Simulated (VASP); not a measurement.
## BaH2: relaxation of cell and atoms with PBEsol

Crystal: BaH2.

```
CELL_PARAMETERS angstrom
4.46203 0.00000 0.00000
-2.23101 3.86423 0.00000
0.00000 0.00000 6.05529
ATOMIC_POSITIONS crystal
Ba 0.66667 0.33333 0.75000
Ba 0.33333 0.66667 0.25000
H 0.33333 0.66667 0.75000
H 0.66667 0.33333 0.25000
H 0.00000 0.00000 0.50000
H 0.00000 0.00000 0.00000
```

```
Program                : VASP 6.6.1
Task                   : relaxation of cell and atoms
Functional             : PBEsol
Potentials or basis    : VASP PAW PBE potentials, release 64 (Ba_sv, H)
Cutoff                 : 600 eV
k mesh                 : 9 × 9 × 6
Occupations            : gaussian, width 0.02 eV
Spin                   : no spin polarisation
Dipole correction      : no
Further INCAR settings : ALGO = Normal; EDIFF = 1e-06; IBRION = 2; EDIFFG = -0.005; NSW = 100; ISIF = 3
```

```yaml
Relaxed_volume: 16.43 Å³/atom
Relaxed_cell: a = 4.409 Å, b = 4.409 Å, c = 5.856 Å, α = 90.00°, β = 90.00°, γ = 120.00°
Space_group_after_relaxing_to_0.1_Å: P6_3/mmc (No. 194)
Energy_gained_by_relaxing: 5.4 meV/atom
Ionic_steps: 6
Pressure_after_relaxing: 0.0 GPa
Band_gap_on_the_k_mesh: 1.51 eV (least direct gap 2.46 eV)
```

Step by step:
```csv
step,energy change (eV),largest force (eV/Å),pressure (GPa),volume (Å³)
1,0.0000,0.0000,-1.71,104.41
2,-0.0224,0.0000,-0.83,101.62
3,-0.0285,0.0000,-0.07,99.48
4,-0.0286,0.0000,0.00,99.29
5,-0.0305,0.0000,0.00,99.10
6,-0.0326,0.0000,0.02,98.58
```

Final structure:
```
Ba H
1.0
     4.40867    0.00000    0.00000
    -2.20434    3.81802    0.00000
     0.00000    0.00000    5.85631
Ba H
2 4
Direct
  0.66667 0.33333 0.75000
  0.33333 0.66667 0.25000
  0.33333 0.66667 0.75000
  0.66667 0.33333 0.25000
  0.00000 0.00000 0.50000
  0.00000 0.00000 0.00000
```

Levels at points of the mesh, in eV from the valence-band top:
| k point | band 10 | band 11 | band 12 | band 13 | band 14 | band 15 |
| --- | --- | --- | --- | --- | --- | --- |
| (0.00, 0.00, 0.00) | -3.14 | -0.36 | -0.01 | 2.68 | 2.68 | 3.72 |
| (0.00, 0.00, 0.50) | -3.30 | -0.43 | -0.43 | 2.48 | 2.48 | 2.48 |

Wall time 5.3 min on 1 thread of AMD EPYC 7R13, with other jobs on the host, peak memory 0.31 GiB.

Caveat: the PAW data sets were made with another functional, which shifts forces and pressure a little; spin-orbit coupling is left out, which moves the levels of the heavy elements. A k mesh can miss the band edges.
